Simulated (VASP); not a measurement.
EuIr2, 6 atoms in the cell. The structure is cubic, space group Fd-3m (No. 227). Conventional cell: a = 7.634 Å, b = 7.634 Å, c = 7.634 Å, α = 90.00°, β = 90.00°, γ = 90.00°. Eu (site symmetry -43m) has 12 Ir at 3.16 Å and 4 Eu at 3.31 Å within 4.2 Å. Within 3.6 Å of Ir (site symmetry -3m) lie 6 Ir at 2.70 Å and 6 Eu at 3.16 Å. 

- Program: VASP 6.6.1
- Task: single point
- Functional: LDA
- Potentials or basis: VASP PAW PBE potentials, release 64 (Eu, Ir)
- Cutoff: 520 eV
- k mesh: 6 × 6 × 6
- Occupations: methfessel-paxton, width 0.15 eV
- Spin: collinear spin, antiferromagnetic start
- Starting moments: [7.0, -7.0, 0.0, 0.0, 0.0, 0.0] μB
- Dipole correction: no
- Further INCAR settings: ALGO = Normal; EDIFF = 1e-06; NBANDS = 48

Potentials or basis: VASP PAW PBE potentials, release 64 (Eu, Ir).

The run is started by

```sh
$ cat potpaw_PBE.64/Eu/POTCAR potpaw_PBE.64/Ir/POTCAR > POTCAR
$ mpirun -np 1 vasp_std > vasp.out
```

Hardware: 1 thread of Intel(R) Xeon(R) 6975P-C (Granite Rapids), on a shared host.

Question: How long does it take, and how much memory?

Answer: It took 3.8 min on 1 thread of Intel(R) Xeon(R) 6975P-C (Granite Rapids), with other jobs on the host, peak memory 0.31 GiB. Counts: scf iterations 32, k points 16.
